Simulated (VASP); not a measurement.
Wanted: the native input for a VASP 6.6.1 run.

* Task: single point
* Functional: PBE
* Potentials or basis: VASP PAW PBE potentials, release 64 (Ta_pv, N)
* Cutoff: 520 eV
* k mesh: 1 × 1 × 7
* Occupations: gaussian, width 0.05 eV
* Spin: no spin polarisation
* Dipole correction: no
* Further INCAR settings: ALGO = Normal; EDIFF = 1e-07; NBANDS = 60

The structure of TaN lies in POSCAR:

```
TaN
1.0
   11.7000000000      0.0000000000      0.0000000000
    0.0000000000     12.4000000000      0.0000000000
    0.0000000000      0.0000000000      6.8426670666
Ta N
6 6
Direct
    0.6189537016      0.5000000000      0.0879917071
    0.5474568171      0.5000000000      0.5084700605
    0.4387006627      0.3816109309      0.2566910215
    0.4150314837      0.6037445320      0.8335957769
    0.4387006627      0.6183890691      0.2566910215
    0.4150314837      0.3962554680      0.8335957769
    0.3655732136      0.5000000000      0.0614462406
    0.5536006276      0.5000000000      0.8095152831
    0.6074150942      0.3913996520      0.2941512567
    0.4189946501      0.6342497323      0.5485169660
    0.6074150942      0.6086003480      0.2941512567
    0.4189946501      0.3657502677      0.5485169660
```

The input as run:

INCAR

```
SYSTEM = TaN
ALGO = Normal
EDIFF = 1E-7
ENCUT = 520
GGA = PE
ISIF = 2
ISMEAR = 0
LASPH = .TRUE.
LCHARG = .FALSE.
LREAL = .FALSE.
LWAVE = .FALSE.
NBANDS = 60
NELM = 100
PREC = Accurate
SIGMA = 0.05
```

KPOINTS

```
k-points
0
G
  1 1 7
  0 0 0
```

Potentials or basis: VASP PAW PBE potentials, release 64 (Ta_pv, N).

Command:

```console
$ cat potpaw_PBE.64/Ta_pv/POTCAR potpaw_PBE.64/N/POTCAR > POTCAR
$ mpirun -np 1 vasp_std > vasp.out
```

It gave:

```yaml
Largest_force: 0.124 eV/Å
Band_gap_on_the_k_mesh: 0.20 eV (least direct gap 0.29 eV)
```

Caveat: spin-orbit coupling is left out, which moves the levels of the heavy elements.

It took 23 min on 1 thread of Intel Xeon 8259CL, with other jobs on the host, peak memory 0.91 GiB.
